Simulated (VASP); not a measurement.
# RbBr (Pm-3m) in VASP: a series of runs

Runs on RbBr. Level: PBE. Tasks: relaxation of cell and atoms.

Program: VASP 6.6.1. These are calculated values, not measurements. Logs are shortened: lines on timing, memory, paths and dates and some standing lists are left out, and cuts for length are marked.

**1. The cell of the first run**

Symmetry: Pm-3m, No. 221, cubic system. The conventional cell has a = 3.888 Å, b = 3.888 Å, c = 3.888 Å, α = 90.00°, β = 90.00°, γ = 90.00°. Within 4.4 Å of Rb (site symmetry m-3m) lie 8 Br at 3.37 Å and 6 Rb at 3.89 Å. Within 4.4 Å of Br (site symmetry m-3m) lie 8 Rb at 3.37 Å and 6 Br at 3.89 Å.

**2. Relaxation of cell and atoms, PBE, target pressure 8 GPa, at which the enthalpy is minimised**

File INCAR:

```
SYSTEM = RbBr
PREC = Accurate
ENCUT = 600
EDIFF = 1E-6
ISMEAR = 0
SIGMA = 0.02
LREAL = .False.
LASPH = .True.
NELM = 60
ALGO = Normal
ISIF = 3
LWAVE = .False.
LCHARG = .False.
GGA = PE
IBRION = 2
NSW = 70
EDIFFG = -0.008
PSTRESS = 80.0
```

File KPOINTS:

```
Automatic mesh
0
Gamma
  6 6 6
  0 0 0
```

File POSCAR:

```
RbBr
1.0
    3.8878386429      0.0000000000      0.0000000000
    0.0000000000      3.8878386429      0.0000000000
    0.0000000000      0.0000000000      3.8878386429
Rb Br
1 1
Direct
    0.0000000000      0.0000000000      0.0000000000
    0.5000000000      0.5000000000      0.5000000000
```

Potentials or basis: VASP PAW PBE potentials, release 64 (Rb_sv, Br).

The run is started by

```sh
$ cat potpaw_PBE.64/Rb_sv/POTCAR potpaw_PBE.64/Br/POTCAR > POTCAR
$ mpirun -np 1 vasp_std > vasp.out
```

OUTCAR:

```text
SYSTEM = RbBr
   PREC = Accurate
   ENCUT = 600
   EDIFF = 1E-6
   ISMEAR = 0
   LREAL = .False.
   LASPH = .True.
   NELM = 60
   ISIF = 3
   GGA = PE
   IBRION = 2
   NSW = 70
   EDIFFG = -0.008
   PSTRESS = 80.0

 ion  position               nearest neighbor table
   1  0.000  0.000  0.000-   2 3.37   2 3.37   2 3.37   2 3.37   2 3.37   2 3.37   2 3.37   2 3.37

   2  0.500  0.500  0.500-   1 3.37   1 3.37   1 3.37   1 3.37   1 3.37   1 3.37   1 3.37   1 3.37

  LATTYP: Found a simple cubic cell.
 ALAT       =     3.8878386429

  Lattice vectors:

 A1 = (   3.8878386429,   0.0000000000,   0.0000000000)
 A2 = (   0.0000000000,   3.8878386429,   0.0000000000)
 A3 = (   0.0000000000,   0.0000000000,   3.8878386429)

Analysis of symmetry for initial positions (statically):
=====================================================================
 Subroutine PRICEL returns:
 Original cell was already a primitive cell.

 Routine SETGRP: Setting up the symmetry group for a
 simple cubic supercell.

 Subroutine GETGRP returns: Found 48 space group operations
 (whereof 48 operations were pure point group operations)
 out of a pool of 48 trial point group operations.

The static configuration has the point symmetry O_h .

Analysis of symmetry for dynamics (positions and initial velocities):
=====================================================================
 Subroutine PRICEL returns:
 Original cell was already a primitive cell.

 Routine SETGRP: Setting up the symmetry group for a
 simple cubic supercell.

 Subroutine GETGRP returns: Found 48 space group operations
 (whereof 48 operations were pure point group operations)
 out of a pool of 48 trial point group operations.

The dynamic configuration has the point symmetry O_h .

 Subroutine INISYM returns: Found 48 space group operations
 (whereof 48 operations are pure point group operations),
 and found     1 'primitive' translations

----------------------------------------------------------------------------------------

                                     Primitive cell

  volume of cell :      58.7658

  direct lattice vectors                    reciprocal lattice vectors
     3.887838643  0.000000000  0.000000000     0.257212321  0.000000000  0.000000000
     0.000000000  3.887838643  0.000000000     0.000000000  0.257212321  0.000000000
     0.000000000  0.000000000  3.887838643     0.000000000  0.000000000  0.257212321

  length of vectors
     3.887838643  3.887838643  3.887838643     0.257212321  0.257212321  0.257212321

  position of ions in fractional coordinates (direct lattice)
     0.000000000  0.000000000  0.000000000
     0.500000000  0.500000000  0.500000000

  ion indices of the primitive-cell ions
   primitive index   ion index
                 1           1
                 2           2

----------------------------------------------------------------------------------------

 KPOINTS: Automatic mesh

Automatic generation of k-mesh.
 Grid dimensions read from file:
 generate k-points for:    6    6    6

 Generating k-lattice:

  Cartesian coordinates                     Fractional coordinates (reciprocal lattice)
     0.042868720  0.000000000  0.000000000     0.166666667  0.000000000  0.000000000
     0.000000000  0.042868720  0.000000000     0.000000000  0.166666667  0.000000000
     0.000000000  0.000000000  0.042868720     0.000000000  0.000000000  0.166666667

  Length of vectors
     0.042868720  0.042868720  0.042868720

  Shift w.r.t. Gamma in fractional coordinates (k-lattice)
     0.000000000  0.000000000  0.000000000

 Subroutine IBZKPT returns following result:
 ===========================================

 Found     20 irreducible k-points:

 Following reciprocal coordinates:
            Coordinates               Weight
  0.000000  0.000000  0.000000      1.000000
  0.166667  0.000000  0.000000      6.000000
  0.333333  0.000000  0.000000      6.000000
  0.500000  0.000000  0.000000      3.000000
  0.166667  0.166667  0.000000     12.000000
  0.333333  0.166667  0.000000     24.000000
[... 12 lines left out ...]
  0.500000  0.500000  0.333333      6.000000
  0.500000  0.500000  0.500000      1.000000
   k-points           NKPTS =     20   k-points in BZ     NKDIM =     20   number of bands    NBANDS=     12
   number of dos      NEDOS =    301   number of ions     NIONS =      2
   total plane-waves  NPLWV =  32768
   dimension x,y,z NGX =    32 NGY =   32 NGZ =   32
   dimension x,y,z NGXF=    64 NGYF=   64 NGZF=   64
   ions per type =               1   1
   NGX,Y,Z   is equivalent  to a cutoff of  13.68, 13.68, 13.68 a.u.
   NGXF,Y,Z  is equivalent  to a cutoff of  27.37, 27.37, 27.37 a.u.
 SYSTEM =  RbBr
   PREC   = accura    normal or accurate (medium, high low for compatibility)
   ISTART =      0    job   : 0-new  1-cont  2-samecut
   ICHARG =      2    charge: 1-file 2-atom 10-const
   ISPIN  =      1    spin polarized calculation?
   LNONCOLLINEAR =      F non collinear calculations
   LSORBIT =      F    spin-orbit coupling
   LASPH  =      T    aspherical Exc in radial PAW
   ENCUT  =  600.0 eV  44.10 Ry    6.64 a.u.   7.76  7.76  7.76*2*pi/ulx,y,z
   NELM   =     60;   NELMIN=  2; NELMDL= -5     # of ELM steps
   EDIFF  = 0.1E-05   stopping-criterion for ELM
   LREAL  =      F    real-space projection
   EDIFFG = -.8E-02   stopping-criterion for IOM
   NSW    =     70    number of steps for IOM
   IBRION =      2    ionic relax: 0-MD 1-quasi-New 2-CG
   NFREE  =      1    steps in history (QN), initial steepest desc. (CG)
   ISIF   =      3    stress and relaxation
   ISYM   =      2    0-nonsym 1-usesym 2-fastsym
   POTIM  = 0.5000    time-step for ionic-motion
   TEBEG  =    0.0;   TEEND  =   0.0 temperature during run
   PSTRESS=   80.0 pullay stress
   NELECT =      16.0000    total number of electrons
   NUPDOWN=      -1.0000    fix difference up-down
   EMIN   =  10.00;   EMAX   =-10.00  energy-range for DOS
   EFERMI =   0.00;   METHOD = LEGACY
   ISMEAR =     0;   SIGMA  =   0.02  broadening in eV -4-tet -1-fermi 0-gaus
   EFERMI_NEDOS =   21; number of points for ismear=-14 and -15
   IALGO  =     38    algorithm
   IMIX   =      4    mixing-type and parameters
     AMIX     =   0.40;   BMIX     =  1.00
     AMIX_MAG =   1.60;   BMIX_MAG =  1.00
  volume/ion in A,a.u.               =      29.38       198.29
  Fermi-wavevector in a.u.,A,eV,Ry     =   1.061060  2.005113 15.318095  1.125848
  Thomas-Fermi vector in A             =   2.196463
   LORBIT       =      0    0 simple, 1 ext, 2 COOP (PROOUT), +10 PAW based schemes
   GGA     = PE    functional components
   LHFCALC =     F    Hartree Fock is set to
   AEXX    =    0.0000 exact exchange contribution
   IVDW    =     0    specifies the selected vdW correction
   LEPSILON=     F    determine dielectric tensor
   LRPA    =     F    only Hartree local field effects (RPA)
 conjugate gradient relaxation of ions
 non-spin polarized calculation
 Gauss-broadening in eV      SIGMA  =   0.02
  energy-cutoff  :      600.00
  volume of cell :       58.77
 maximum number of plane-waves:      1984
 NGX is ok and might be reduce to    32
   NGX = 15   NGY = 15   NGZ = 15

--------------------------------------- Ionic step        1  -------------------------------------------

 number of electron      16.0000003 magnetization

 Free energy of the ion-electron system (eV)
  ---------------------------------------------------
  ext. energy  EPLUGINS =         0.00000000
  ---------------------------------------------------
  free energy    TOTEN  =        -5.78839673 eV

  energy without entropy =       -5.78839673  energy(sigma->0) =       -5.78839673

------------------------ aborting loop because EDIFF is reached ----------------------------------------

  FORCE on cell =-STRESS in cart. coord.  units (eV):
  Direction    XX          YY          ZZ          XY          YZ          ZX
  --------------------------------------------------------------------------------------
  -------------------------------------------------------------------------------------
  Total        2.0921664      2.0921664      2.0921664      0.0000000      0.0000000     -0.0000000
  in kB       57.0403417     57.0403417     57.0403417      0.0000000      0.0000000     -0.0000000
  external PRESSURE =     -22.9596583 kB  Pullay stress =      80.0000000 kB

 VOLUME and BASIS-vectors are now :
 -----------------------------------------------------------------------------
  energy-cutoff  :      600.00
  volume of cell :       58.77
      direct lattice vectors                 reciprocal lattice vectors
     3.887838643  0.000000000  0.000000000     0.257212321  0.000000000  0.000000000
     0.000000000  3.887838643  0.000000000     0.000000000  0.257212321  0.000000000
     0.000000000  0.000000000  3.887838643     0.000000000  0.000000000  0.257212321

 POSITION                                       TOTAL-FORCE (eV/Angst)
 -----------------------------------------------------------------------------------
      0.00000      0.00000      0.00000         0.000000      0.000000      0.000000
      1.94392      1.94392      1.94392         0.000000      0.000000      0.000000
 -----------------------------------------------------------------------------------
    total drift:                                0.000000      0.000000     -0.000000

  FREE ENERGIE OF THE ION-ELECTRON SYSTEM (eV)
  ---------------------------------------------------
  free  energy   TOTEN  =        -5.7883967309 eV
[... 19 lines left out ...]
 VOLUME and BASIS-vectors are now :
 -----------------------------------------------------------------------------
  energy-cutoff  :      600.00
  volume of cell :       55.26
      direct lattice vectors                 reciprocal lattice vectors
     3.808863765 -0.000000000 -0.000000000     0.262545489 -0.000000000  0.000000000
     0.000000000  3.808863765 -0.000000000     0.000000000  0.262545489  0.000000000
    -0.000000000  0.000000000  3.808863765     0.000000000  0.000000000  0.262545489

 POSITION                                       TOTAL-FORCE (eV/Angst)
 -----------------------------------------------------------------------------------
      0.00000      0.00000      0.00000        -0.000000      0.000000      0.000000
      1.90443      1.90443      1.90443         0.000000      0.000000      0.000000
 -----------------------------------------------------------------------------------
    total drift:                                0.000000      0.000000     -0.000000

  FREE ENERGIE OF THE ION-ELECTRON SYSTEM (eV)
  ---------------------------------------------------
  free  energy   TOTEN  =        -5.6353683897 eV

  energy  without entropy=       -5.6353683897  energy(sigma->0) =       -5.63536839

  enthalpy is  TOTEN    =        -2.8762793115 eV   P V=        2.7590890782

--------------------------------------- Ionic step        3  -------------------------------------------

 number of electron      15.9999999 magnetization

 Free energy of the ion-electron system (eV)
  ---------------------------------------------------
  ext. energy  EPLUGINS =         0.00000000
  ---------------------------------------------------
  free energy    TOTEN  =        -5.65901243 eV

  energy without entropy =       -5.65901243  energy(sigma->0) =       -5.65901243

 E-fermi :   0.8051     XC(G=0):  -8.9612

 val. band max:        0.6409982716   @ k =   0.5000   0.5000   0.0000
 cond. band min:       5.7033326851   @ k =   0.0000   0.0000   0.0000
 fundamental gap:      5.0623344136
 Fermi energy:         0.8051290534

 k-point     1 :       0.0000    0.0000    0.0000
  band No.  band energies     occupation
      1     -24.2388      2.00000
      2     -12.4445      2.00000
      3      -8.1646      2.00000
      4      -8.1646      2.00000
      5      -8.1646      2.00000
      6       0.5060      2.00000
      7       0.5060      2.00000
      8       0.5060      2.00000
      9       5.7033      0.00000
     10       5.8211      0.00000
     11       5.8211      0.00000
     12      11.1606      0.00000

 k-point     2 :       0.1667    0.0000    0.0000
  band No.  band energies     occupation
      1     -24.2246      2.00000
      2     -12.4607      2.00000
      3      -8.2102      2.00000
      4      -8.1365      2.00000
      5      -8.1365      2.00000
      6      -0.2273      2.00000
      7       0.4480      2.00000
      8       0.4480      2.00000
      9       6.0740      0.00000
     10       6.3921      0.00000
     11       6.8266      0.00000
     12      11.0337      0.00000
[... 281 lines left out ...]
 VOLUME and BASIS-vectors are now :
 -----------------------------------------------------------------------------
  energy-cutoff  :      600.00
  volume of cell :       55.72
      direct lattice vectors                 reciprocal lattice vectors
     3.819442170 -0.000000000 -0.000000000     0.261818338 -0.000000000  0.000000000
     0.000000000  3.819442170 -0.000000000     0.000000000  0.261818338  0.000000000
    -0.000000000  0.000000000  3.819442170     0.000000000  0.000000000  0.261818338

 POSITION                                       TOTAL-FORCE (eV/Angst)
 -----------------------------------------------------------------------------------
      0.00000      0.00000      0.00000        -0.000000      0.000000      0.000000
      1.90972      1.90972      1.90972         0.000000      0.000000      0.000000
 -----------------------------------------------------------------------------------
    total drift:                                0.000000      0.000000     -0.000000

  FREE ENERGIE OF THE ION-ELECTRON SYSTEM (eV)
  ---------------------------------------------------
  free  energy   TOTEN  =        -5.6590124315 eV

  energy  without entropy=       -5.6590124315  energy(sigma->0) =       -5.65901243

  enthalpy is  TOTEN    =        -2.8768708896 eV   P V=        2.7821415419

 reached required accuracy - stopping structural energy minimisation
```

Wall time 77 s (1 thread of Intel Xeon 8259CL, shared host); peak memory 0.19 GiB.

What came out:

```yaml
Free_energy: -5.6590 eV
Relaxed_volume: 27.86 Å³/atom
Relaxed_cell: a = 3.819 Å, b = 3.819 Å, c = 3.819 Å, α = 90.00°, β = 90.00°, γ = 90.00°
Space_group_after_relaxing_to_0.1_Å: Pm-3m (No. 221)
Energy_change_on_relaxing_the_run_minimises_the_enthalpy: +64.7 meV/atom
Ionic_steps: 3
Pressure_after_relaxing: 8.0 GPa
Band_gap_on_the_k_mesh: 5.06 eV (least direct gap 5.20 eV)
```

Step by step:
```csv
step,energy change (eV),largest force (eV/Å),pressure (GPa),volume (Å³)
1,0.0000,0.0000,5.70,58.77
2,0.1530,0.0000,8.41,55.26
3,0.1294,0.0000,8.01,55.72
```

Final structure:
```
Rb Br
1.0
     3.81944    0.00000    0.00000
     0.00000    3.81944    0.00000
     0.00000    0.00000    3.81944
Rb Br
1 1
Direct
  0.00000 0.00000 0.00000
  0.50000 0.50000 0.50000
```

Levels at points of the mesh, in eV from the valence-band top:
```
           k point  band 5  band 6  band 7  band 8  band 9  band 10  band 11  band 12
(0.00, 0.00, 0.00)   -8.81   -0.14   -0.14   -0.14    5.06     5.18     5.18    10.52
(0.50, 0.00, 0.00)   -8.69   -2.41   -0.38   -0.38    6.83     8.33     8.65     8.99
(0.50, 0.50, 0.00)   -8.62   -1.29   -1.29    0.00    5.33     6.39     8.05     8.05
(0.50, 0.50, 0.50)   -9.22   -2.02   -2.02   -2.02    9.12     9.12     9.12    10.60
```

Caveat: the cell is relaxed towards a set pressure, so the run minimises the enthalpy, not the energy. A k mesh can miss the band edges.

**3. Relaxation of cell and atoms, PBE, target pressure 60 GPa, at which the enthalpy is minimised**

This run uses another cell than the first one, of 19.61 Å³/atom.

File INCAR:

```
PREC     = Accurate       # precision mode
ENCUT    = 600            # plane-wave cutoff, eV
EDIFF    = 1E-7           # SCF threshold, eV
ISMEAR   = 0              # smearing method
SIGMA    = 0.02           # smearing width, eV
LREAL    = F              # projectors in reciprocal space
LASPH    = T              # aspherical terms in the spheres
NELM     = 100            # most SCF steps
ALGO     = Normal         # electronic algorithm
ISIF     = 3              # what is computed and relaxed
LWAVE    = F              # write WAVECAR
LCHARG   = F              # write CHGCAR
GGA      = PE             # functional
IBRION   = 2              # ionic algorithm
NSW      = 70             # ionic steps
EDIFFG   = -0.008         # ionic threshold
PSTRESS  = 600.0
```

File KPOINTS:

```
Automatic mesh
0
Gamma
  8 8 8
```

File POSCAR:

```
RbBr
1.0
    3.3974669986      0.0000000000      0.0000000000
    0.0000000000      3.3974669986      0.0000000000
    0.0000000000      0.0000000000      3.3974669986
Rb Br
1 1
Direct
    0.0000000000      0.0000000000      0.0000000000
    0.5000000000      0.5000000000      0.5000000000
```

Potentials or basis: VASP PAW PBE potentials, release 64 (Rb_sv, Br).

The run is started by

```sh
$ cat potpaw_PBE.64/Rb_sv/POTCAR potpaw_PBE.64/Br/POTCAR > POTCAR
$ mpirun -np 1 vasp_std > vasp.out
```

Run time: 2.7 min. Hardware: 1 thread of Intel Xeon 8259CL, shared host; peak memory 0.18 GiB.

It converged, with:

| Quantity | Value |
| --- | --- |
| Free energy | -2.4571 eV |
| Relaxed volume | 17.92 Å³/atom |
| Relaxed cell | a = 3.297 Å, b = 3.297 Å, c = 3.297 Å, α = 90.00°, β = 90.00°, γ = 90.00° |
| Space group after relaxing (to 0.1 Å) | Pm-3m (No. 221) |
| Energy change on relaxing (the run minimises the enthalpy) | +534.4 meV/atom |
| Ionic steps | 7 |
| Pressure after relaxing | 60.0 GPa |
| Band gap on the k mesh | 3.22 eV |

The path:
```csv
step,energy change (eV),largest force (eV/Å),pressure (GPa),volume (Å³)
1,0.0000,0.0000,42.31,39.22
2,5.5557,0.0000,140.57,28.17
3,0.9594,0.0000,58.17,36.13
4,1.0491,0.0000,59.67,35.88
5,1.0733,0.0000,60.08,35.82
6,1.0583,0.0000,59.83,35.86
7,1.0689,0.0000,60.01,35.83
```

Final structure:
```
Rb Br
1.0
     3.29676    0.00000    0.00000
     0.00000    3.29676    0.00000
     0.00000    0.00000    3.29676
Rb Br
1 1
Direct
  0.00000 0.00000 0.00000
  0.50000 0.50000 0.50000
```

Levels at points of the mesh, in eV from the valence-band top:
```tsv
k point	band 6	band 7	band 8	band 9	band 10	band 11
(0.00, 0.00, 0.00)	0.00	0.00	0.00	3.22	3.22	8.31
(0.50, 0.00, 0.00)	-4.38	-1.23	-1.23	5.67	7.65	11.20
(0.50, 0.50, 0.00)	-1.60	-1.60	-0.27	4.66	6.36	7.36
(0.50, 0.50, 0.50)	-4.47	-4.47	-4.47	11.33	11.33	11.33
```

Caveat: the cell is relaxed towards a set pressure, so the run minimises the enthalpy, not the energy.

(Continued in part 2 of 2.)
